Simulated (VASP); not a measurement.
# CuO in VASP: further runs

The runs below take CuO through single point, with PBEsol+D3(BJ), PBEsol.

All numbers are computed with VASP 6.6.1; they aren't measurements. Logs are shortened: lines on timing, memory, paths and dates and some standing lists are left out, and cuts for length are marked.

## (1) The cell of the first run

The cell holds a slab with vacuum, 8 atoms: a = 2.894 Å, b = 2.894 Å, c = 25.911 Å, α = 90.00°, β = 90.00°, γ = 89.77°.

## (2) Single point, PBEsol+D3(BJ)

INCAR

```
PREC = Accurate ; ENCUT = 520
EDIFF = 1E-7 ; ISMEAR = 0
SIGMA = 0.1 ; LREAL = F
LASPH = T ; NELM = 60
ALGO = Normal ; ISIF = 2
LWAVE = F ; LCHARG = F
LDIPOL = T ; IDIPOL = 3
DIPOL = 0.5 0.5 0.500 ; GGA = PS
IVDW = 12 ; NBANDS = 44
```

KPOINTS

```
Automatic mesh
0
Gamma
  10 10 1
```

POSCAR

```
CuO
1.0
    2.8941129278      0.0000000000      0.0000000000
    0.0116738972      2.8940893834      0.0000000000
    0.0000000000      0.0000000000     25.9110424691
O Cu
4 4
Direct
    0.5000183010      0.5000980512      0.3280454659
    0.5002144034      0.5001346532      0.4263051997
    0.5002393894      0.5003257732      0.5245208134
    0.5003599202      0.5003324747      0.6227778906
    0.5001163522      0.0001163522      0.3771753328
    0.0002327044      0.5002327044      0.4754350666
    0.5002993141      0.0003277656      0.5736822777
    0.0003582819      0.5003653615      0.6682857408
```

Potentials or basis: VASP PAW PBE potentials, release 64 (O, Cu).

Started as:

```console
$ cat potpaw_PBE.64/O/POTCAR potpaw_PBE.64/Cu/POTCAR > POTCAR
$ mpirun -np 1 vasp_std > vasp.out
```

OUTCAR:

```text
PREC = Accurate
   ENCUT = 520
   EDIFF = 1E-7
   ISMEAR = 0
   LREAL = F
   LASPH = T
   NELM = 60
   ISIF = 2
   GGA = PS
   IVDW = 12
 IVDW          = 12

 ion  position               nearest neighbor table
   1  0.500  0.500  0.328-   5 1.93   5 1.93
   2  0.500  0.500  0.426-   6 1.93   5 1.93   6 1.93   5 1.93
   3  0.500  0.500  0.525-   6 1.93   6 1.93   7 1.93   7 1.93
   4  0.500  0.500  0.623-   8 1.87   8 1.87   7 1.93   7 1.93
   5  0.500  0.000  0.377-   1 1.93   2 1.93   2 1.93   1 1.93
   6  0.000  0.500  0.475-   3 1.93   3 1.93   2 1.93   2 1.93
   7  0.500  0.000  0.574-   4 1.93   4 1.93   3 1.93   3 1.93
   8  0.000  0.500  0.668-   4 1.87   4 1.87

  LATTYP: Found a base centered orthorhombic cell.
 ALAT       =     4.0846307207
 B/A-ratio  =     1.0040418384
 C/A-ratio  =     6.3435459020

  Lattice vectors:

 A1 = (  -0.0116738972,  -2.8940893834,   0.0000000000)
 A2 = (   2.8941129278,   0.0000000000,   0.0000000000)
 A3 = (   0.0000000000,   0.0000000000,  25.9110424691)

Analysis of symmetry for initial positions (statically):
=====================================================================
 Subroutine PRICEL returns:
 Original cell was already a primitive cell.

 Routine SETGRP: Setting up the symmetry group for a
 base centered orthorhombic supercell.

 Subroutine GETGRP returns: Found  1 space group operations
 (whereof  1 operations were pure point group operations)
 out of a pool of  8 trial point group operations.

The static configuration has the point symmetry C_1 .

Analysis of symmetry for dynamics (positions and initial velocities):
=====================================================================
 Subroutine PRICEL returns:
 Original cell was already a primitive cell.

 Routine SETGRP: Setting up the symmetry group for a
 base centered orthorhombic supercell.

 Subroutine GETGRP returns: Found  1 space group operations
 (whereof  1 operations were pure point group operations)
 out of a pool of  8 trial point group operations.

The dynamic configuration has the point symmetry C_1 .

 Subroutine INISYM returns: Found  1 space group operations
 (whereof  1 operations are pure point group operations),
 and found     1 'primitive' translations

----------------------------------------------------------------------------------------

                                     Primitive cell

  volume of cell :     217.0263

  direct lattice vectors                    reciprocal lattice vectors
     2.894112928  0.000000000  0.000000000     0.345529019 -0.001393761  0.000000000
     0.011673897  2.894089383  0.000000000     0.000000000  0.345531830  0.000000000
     0.000000000  0.000000000 25.911042469     0.000000000  0.000000000  0.038593584

  length of vectors
     2.894112928  2.894112928 25.911042469     0.345531830  0.345531830  0.038593584

  position of ions in fractional coordinates (direct lattice)
     0.500018301  0.500098051  0.328045466
     0.500214403  0.500134653  0.426305200
     0.500239389  0.500325773  0.524520813
     0.500359920  0.500332475  0.622777891
     0.500116352  0.000116352  0.377175333
     0.000232704  0.500232704  0.475435067
     0.500299314  0.000327766  0.573682278
     0.000358282  0.500365362  0.668285741

  ion indices of the primitive-cell ions
   primitive index   ion index
                 1           1
                 2           2
                 3           3
                 4           4
                 5           5
                 6           6
                 7           7
                 8           8

----------------------------------------------------------------------------------------

 KPOINTS: Automatic mesh

Automatic generation of k-mesh.
 Grid dimensions read from file:
 generate k-points for:   10   10    1

 Generating k-lattice:

  Cartesian coordinates                     Fractional coordinates (reciprocal lattice)
     0.034552902 -0.000139376  0.000000000     0.100000000  0.000000000  0.000000000
     0.000000000  0.034553183  0.000000000     0.000000000  0.100000000  0.000000000
     0.000000000  0.000000000  0.038593584     0.000000000  0.000000000  1.000000000

  Length of vectors
     0.034553183  0.034553183  0.038593584

  Shift w.r.t. Gamma in fractional coordinates (k-lattice)
     0.000000000  0.000000000  0.000000000

 Subroutine IBZKPT returns following result:
 ===========================================

 Found     52 irreducible k-points:

 Following reciprocal coordinates:
            Coordinates               Weight
  0.000000  0.000000  0.000000      1.000000
  0.100000  0.000000  0.000000      2.000000
  0.000000 -0.100000  0.000000      2.000000
  0.200000  0.000000  0.000000      2.000000
  0.000000 -0.200000  0.000000      2.000000
  0.300000  0.000000  0.000000      2.000000
[... 16 lines left out ...]
 -0.300000  0.100000  0.000000      2.000000
 -0.100000  0.300000  0.000000      2.000000
 [... further k-points ...]
   k-points           NKPTS =     52   k-points in BZ     NKDIM =     52   number of bands    NBANDS=     44
   number of dos      NEDOS =    301   number of ions     NIONS =      8
   total plane-waves  NPLWV = 112896
   dimension x,y,z NGX =    24 NGY =   24 NGZ =  196
   dimension x,y,z NGXF=    48 NGYF=   48 NGZF=  392
   ions per type =               4   4
   NGX,Y,Z   is equivalent  to a cutoff of  13.79, 13.79, 12.58 a.u.
   NGXF,Y,Z  is equivalent  to a cutoff of  27.57, 27.57, 25.15 a.u.
 SYSTEM =  unknown system
   PREC   = accura    normal or accurate (medium, high low for compatibility)
   ISTART =      0    job   : 0-new  1-cont  2-samecut
   ICHARG =      2    charge: 1-file 2-atom 10-const
   ISPIN  =      1    spin polarized calculation?
   LNONCOLLINEAR =      F non collinear calculations
   LSORBIT =      F    spin-orbit coupling
   LASPH  =      T    aspherical Exc in radial PAW
   ENCUT  =  520.0 eV  38.22 Ry    6.18 a.u.   5.38  5.38 48.18*2*pi/ulx,y,z
   NELM   =     60;   NELMIN=  2; NELMDL= -5     # of ELM steps
   EDIFF  = 0.1E-06   stopping-criterion for ELM
   LREAL  =      F    real-space projection
   EDIFFG = 0.1E-05   stopping-criterion for IOM
   NSW    =      0    number of steps for IOM
   IBRION =     -1    ionic relax: 0-MD 1-quasi-New 2-CG
   NFREE  =      0    steps in history (QN), initial steepest desc. (CG)
   ISIF   =      2    stress and relaxation
   ISYM   =      2    0-nonsym 1-usesym 2-fastsym
   POTIM  = 0.5000    time-step for ionic-motion
   TEBEG  =    0.0;   TEEND  =   0.0 temperature during run
   PSTRESS=    0.0 pullay stress
   NELECT =      68.0000    total number of electrons
   NUPDOWN=      -1.0000    fix difference up-down
   EMIN   =  10.00;   EMAX   =-10.00  energy-range for DOS
   EFERMI =   0.00;   METHOD = LEGACY
   ISMEAR =     0;   SIGMA  =   0.10  broadening in eV -4-tet -1-fermi 0-gaus
   EFERMI_NEDOS =   21; number of points for ismear=-14 and -15
   IALGO  =     38    algorithm
   IMIX   =      4    mixing-type and parameters
     AMIX     =   0.40;   BMIX     =  1.00
     AMIX_MAG =   1.60;   BMIX_MAG =  1.00
  volume/ion in A,a.u.               =      27.13       183.07
  Fermi-wavevector in a.u.,A,eV,Ry     =   1.111920  2.101225 16.821794  1.236367
  Thomas-Fermi vector in A             =   2.248489
   LORBIT       =      0    0 simple, 1 ext, 2 COOP (PROOUT), +10 PAW based schemes
   GGA     = PS    functional components
   LHFCALC =     F    Hartree Fock is set to
   AEXX    =    0.0000 exact exchange contribution
   IVDW    =    12    specifies the selected vdW correction
   LEPSILON=     F    determine dielectric tensor
   LRPA    =     F    only Hartree local field effects (RPA)
 non-spin polarized calculation
 Gauss-broadening in eV      SIGMA  =   0.10
  energy-cutoff  :      520.00
  volume of cell :      217.03
 maximum number of plane-waves:      5911
 NGX is ok and might be reduce to    24

 dipolmoment           0.000000      0.000000      0.033478 electrons x Angstroem

 number of electron      67.9999992 magnetization

 dipolmoment           0.000000      0.000000     -0.177282 electrons x Angstroem

 Free energy of the ion-electron system (eV)
  ---------------------------------------------------
  ext. energy  EPLUGINS =         0.00000000
  ---------------------------------------------------
  free energy    TOTEN  =       -40.03657637 eV

  energy without entropy =      -39.99839420  energy(sigma->0) =      -40.01748528

 E-fermi :  -2.0448     XC(G=0):  -5.2960

 val. band max:       -2.0450232048   @ k =   0.0000  -0.2000   0.0000
 cond. band min:      -2.0418001435   @ k =  -0.1000  -0.4000   0.0000
 fundamental gap:      0.0032230613
 Fermi energy:        -2.0447655156

 k-point     1 :       0.0000    0.0000    0.0000
  band No.  band energies     occupation
      1     -21.9833      2.00000
      2     -21.5734      2.00000
      3     -20.9670      2.00000
      4     -18.9763      2.00000
      5     -10.1322      2.00000
      6      -8.8051      2.00000
[... 36 lines left out ...]
     43       4.7373      0.00000
     44       6.0359      0.00000

 k-point     2 :       0.1000    0.0000    0.0000
  band No.  band energies     occupation
      1     -21.9332      2.00000
      2     -21.5283      2.00000
      3     -20.9423      2.00000
      4     -18.9443      2.00000
      5     -10.0472      2.00000
      6      -8.7715      2.00000
[... 36 lines left out ...]
     43       4.9484      0.00000
     44       6.1769      0.00000

 k-point     3 :       0.0000   -0.1000    0.0000
  band No.  band energies     occupation
      1     -21.9280      2.00000
      2     -21.5334      2.00000
      3     -20.9371      2.00000
      4     -18.9476      2.00000
      5     -10.0476      2.00000
      6      -8.8044      2.00000
[... 976 lines left out ...]
     43       5.8655      0.00000
     44       6.5738      0.00000

 k-point    24 :      -0.1000    0.3000    0.0000
  band No.  band energies     occupation
      1     -21.5379      2.00000
      2     -21.2581      2.00000
      3     -20.7272      2.00000
      4     -18.7352      2.00000
      5      -9.4482      2.00000
      6      -8.7343      2.00000
[... 36 lines left out ...]
     43       5.6794      0.00000
     44       6.9137      0.00000

 [... further k-points ...]

------------------------ aborting loop because EDIFF is reached ----------------------------------------

 vacuum level on the upper side and lower side of the slab       (xc-potential included)        -1.971         1.773

 Edisp (eV)   -1.34649

 E8    (eV) :    -0.8367

  FORCE on cell =-STRESS in cart. coord.  units (eV):
  Direction    XX          YY          ZZ          XY          YZ          ZX
  --------------------------------------------------------------------------------------
  -------------------------------------------------------------------------------------
  Total      -0.37502    -6.29057    -3.72270    -0.02591    -0.00097    -0.00109
  in kB      -2.76854   -46.43958   -27.48249    -0.19131    -0.00718    -0.00808
  external pressure =      -25.56 kB  Pullay stress =        0.00 kB

 VOLUME and BASIS-vectors are now :
 -----------------------------------------------------------------------------
  energy-cutoff  :      520.00
  volume of cell :      217.03
      direct lattice vectors                 reciprocal lattice vectors
     2.894112928  0.000000000  0.000000000     0.345529019 -0.001393761  0.000000000
     0.011673897  2.894089383  0.000000000     0.000000000  0.345531830  0.000000000
     0.000000000  0.000000000 25.911042469     0.000000000  0.000000000  0.038593584

 POSITION                                       TOTAL-FORCE (eV/Angst)
 -----------------------------------------------------------------------------------
      1.45295      1.44733      8.50000         0.000280      0.000231      2.197768
      1.45352      1.44743     11.04601         0.000085     -0.000261     -0.214143
      1.45359      1.44799     13.59088         0.000055      0.000063     -0.005788
      1.45394      1.44801     16.13682        -0.000023      0.000036     -0.022644
      1.44739      0.00034      9.77301        -0.000080      0.000123     -1.876651
      0.00651      1.44772     12.31902        -0.000220     -0.000036     -0.019777
      1.44793      0.00095     14.86471        -0.000039     -0.000045     -0.051590
      0.00688      1.44810     17.31598        -0.000060     -0.000110     -0.007176
 -----------------------------------------------------------------------------------
    total drift:                                0.000060      0.000084      0.003324

  FREE ENERGIE OF THE ION-ELECTRON SYSTEM (eV)
  ---------------------------------------------------
  free  energy   TOTEN  =       -41.3830691974 eV

  energy  without entropy=      -41.3448870348  energy(sigma->0) =      -41.36397812

 vacuum level on the upper side and lower side of the slab         2.523         6.349
```

It took 16 min on 1 thread of Intel Xeon Platinum 8488C (Sapphire Rapids), shared host; peak memory 0.58 GiB.

What came out:

- Free energy: -41.3831 eV
- Largest force: 2.198 eV/Å
- Band gap on the k mesh: zero (bands 34 and 35 overlap by 0.44 eV)
- Dispersion energy per atom: -0.168 eV

Forces in eV/Å, atoms in the order of the input:
```
O    0.000  0.000  2.198
O    0.000  0.000 -0.214
O    0.000  0.000 -0.006
O    0.000  0.000 -0.023
Cu   0.000  0.000 -1.877
Cu   0.000  0.000 -0.020
Cu   0.000  0.000 -0.052
Cu   0.000  0.000 -0.007
```

Levels at points of the mesh, in eV from the Fermi level:
```tsv
k point	band 32	band 33	band 34	band 35	band 36	band 37
(0.00, 0.00, 0.00)	-0.35	-0.22	0.01	0.40	0.61	0.93
(0.50, 0.00, 0.00)	-1.40	-0.77	0.10	0.65	1.03	2.34
(0.00, 0.50, 0.00)	0.08	0.15	0.25	0.44	0.68	2.56
(0.50, 0.50, 0.00)	-1.12	-1.10	-0.86	-0.04	0.95	2.33
```

Caveat: the PAW data sets were made with another functional, which shifts forces and pressure a little; semilocal functionals often make such compounds metallic where correlation or magnetic order opens a gap, which also shifts bond lengths. With open d or f shells a metallic result of PBEsol can be an artefact of self-interaction; +U or a hybrid may open a gap.

## (3) Single point, PBEsol

This run uses another cell than the first one: it holds 12 atoms, not 8.

INCAR

```
ALGO = Fast ; DIPOL = 0.5 0.5 0.500
EDIFF = 1E-6 ; ENCUT = 520
GGA = PS ; IDIPOL = 3
ISIF = 2 ; ISMEAR = 0
LASPH = True ; LCHARG = False
LDIPOL = True ; LREAL = False
LWAVE = False ; NBANDS = 63
NELM = 60 ; PREC = Accurate
SIGMA = 0.1
```

KPOINTS

```
k-points
0
Gamma
  12 12 1
```

POSCAR

```
CuO
1.0
    2.8941129565      0.0000000000      0.0000000000
    0.0116739775      2.8940894117      0.0000000000
    0.0000000000      0.0000000000     29.0030667537
O Cu
6 6
Direct
    0.5000152362      0.5002130218      0.2645481586
    0.5002918886      0.5002154906      0.3462787514
    0.5003022424      0.5003459828      0.4338889198
    0.5004505502      0.5003601840      0.5217657667
    0.5004607120      0.5005190750      0.6092989137
    0.5005937064      0.5005283623      0.6970677662
    0.5001741253      0.0002139545      0.3025688955
    0.0002965037      0.5002750993      0.3901011703
    0.5003783403      0.0003534143      0.4776517389
    0.0004549594      0.5004405271      0.5655857601
    0.5005237624      0.0005228210      0.6534107851
    0.0005948535      0.5005489479      0.7378333736
```

Potentials or basis: VASP PAW PBE potentials, release 64 (O, Cu).

Started as:

```console
$ cat potpaw_PBE.64/O/POTCAR potpaw_PBE.64/Cu/POTCAR > POTCAR
$ mpirun -np 1 vasp_std > vasp.out
```

OUTCAR:

```text
EDIFF = 1E-6
   ENCUT = 520
   GGA = PS
   ISIF = 2
   ISMEAR = 0
   LASPH = True
   LREAL = False
   NELM = 60
   PREC = Accurate

 ion  position               nearest neighbor table
   1  0.500  0.500  0.265-   7 1.82   7 1.82
   2  0.500  0.500  0.346-   7 1.92   7 1.92   8 1.93   8 1.93
   3  0.500  0.500  0.434-   9 1.92   9 1.92   8 1.93   8 1.93
   4  0.500  0.500  0.522-  10 1.93  10 1.93   9 1.93   9 1.93
   5  0.500  0.501  0.609-  10 1.92  10 1.92  11 1.93  11 1.93
   6  0.501  0.501  0.697-  12 1.87  12 1.87  11 1.92  11 1.92
   7  0.500  0.000  0.303-   1 1.82   1 1.82   2 1.92   2 1.92
   8  0.000  0.500  0.390-   3 1.93   3 1.93   2 1.93   2 1.93
   9  0.500  0.000  0.478-   3 1.92   3 1.92   4 1.93   4 1.93
  10  0.000  0.500  0.566-   5 1.92   5 1.92   4 1.93   4 1.93
  11  0.501  0.001  0.653-   6 1.92   6 1.92   5 1.93   5 1.93
  12  0.001  0.501  0.738-   6 1.87   6 1.87

  LATTYP: Found a base centered orthorhombic cell.
 ALAT       =     4.0846307043
 B/A-ratio  =     1.0040418662
[... 1802 lines left out ...]

 vacuum level on the upper side and lower side of the slab       (xc-potential included)        -1.942         1.571

  FORCE on cell =-STRESS in cart. coord.  units (eV):
  Direction    XX          YY          ZZ          XY          YZ          ZX
  --------------------------------------------------------------------------------------
  -------------------------------------------------------------------------------------
  Total        1.4664153     -2.7430909      0.8626150     -0.0250576     -0.0005623     -0.0002400
  in kB        9.6715531    -18.0917022      5.6892660     -0.1652644     -0.0037083     -0.0015826
  external PRESSURE =      -0.9102944 kB  Pullay stress =       0.0000000 kB

 VOLUME and BASIS-vectors are now :
 -----------------------------------------------------------------------------
  energy-cutoff  :      520.00
  volume of cell :      242.92
      direct lattice vectors                 reciprocal lattice vectors
     2.894112956  0.000000000  0.000000000     0.345529015 -0.001393771  0.000000000
     0.011673978  2.894089412  0.000000000     0.000000000  0.345531826  0.000000000
     0.000000000  0.000000000 29.003066754     0.000000000  0.000000000  0.034479112

 POSITION                                       TOTAL-FORCE (eV/Angst)
 -----------------------------------------------------------------------------------
      1.45294      1.44766      7.67271        -0.000127     -0.000003     -0.129786
      1.45374      1.44767     10.04315         0.000046     -0.000028     -0.006323
      1.45377      1.44805     12.58411        -0.000022      0.000020      0.001096
      1.45420      1.44809     15.13281         0.000027     -0.000040     -0.001988
      1.45423      1.44855     17.67154        -0.000020      0.000024      0.002143
      1.45462      1.44857     20.21710         0.000021     -0.000035      0.003876
      1.44756      0.00062      8.77543         0.000008     -0.000013      0.065466
      0.00670      1.44784     11.31413         0.000081      0.000069      0.002856
      1.44816      0.00102     13.85337         0.000022      0.000009      0.001179
      0.00716      1.44832     16.40372         0.000023      0.000018     -0.002237
      1.44858      0.00151     18.95092        -0.000000     -0.000006     -0.012545
      0.00756      1.44863     21.39943        -0.000058     -0.000014      0.076263
 -----------------------------------------------------------------------------------
    total drift:                                0.000607      0.000606      0.000348

  FREE ENERGIE OF THE ION-ELECTRON SYSTEM (eV)
  ---------------------------------------------------
  free  energy   TOTEN  =       -61.7472522653 eV

  energy  without entropy=      -61.7131386140  energy(sigma->0) =      -61.73019544

 vacuum level on the upper side and lower side of the slab         4.135         7.710
```

Wall time 63 min (1 thread of Oxide Virtual Turin-like, shared host); peak memory 0.86 GiB.

Results:

```yaml
Free_energy: -61.7473 eV
Largest_force: 0.130 eV/Å
Band_gap_on_the_k_mesh: zero (bands 51 and 52 overlap by 0.58 eV)
```

Forces in eV/Å, atoms in the order of the input:
```
O    0.000  0.000 -0.130
O    0.000  0.000 -0.006
O    0.000  0.000  0.001
O    0.000  0.000 -0.002
O    0.000  0.000  0.002
O    0.000  0.000  0.004
Cu   0.000  0.000  0.065
Cu   0.000  0.000  0.003
Cu   0.000  0.000  0.001
Cu   0.000  0.000 -0.002
Cu   0.000  0.000 -0.013
Cu   0.000  0.000  0.076
```

Caveat: the PAW data sets were made with another functional, which shifts forces and pressure a little; semilocal functionals often make such compounds metallic where correlation or magnetic order opens a gap, which also shifts bond lengths. With open d or f shells a metallic result of PBEsol can be an artefact of self-interaction; +U or a hybrid may open a gap.
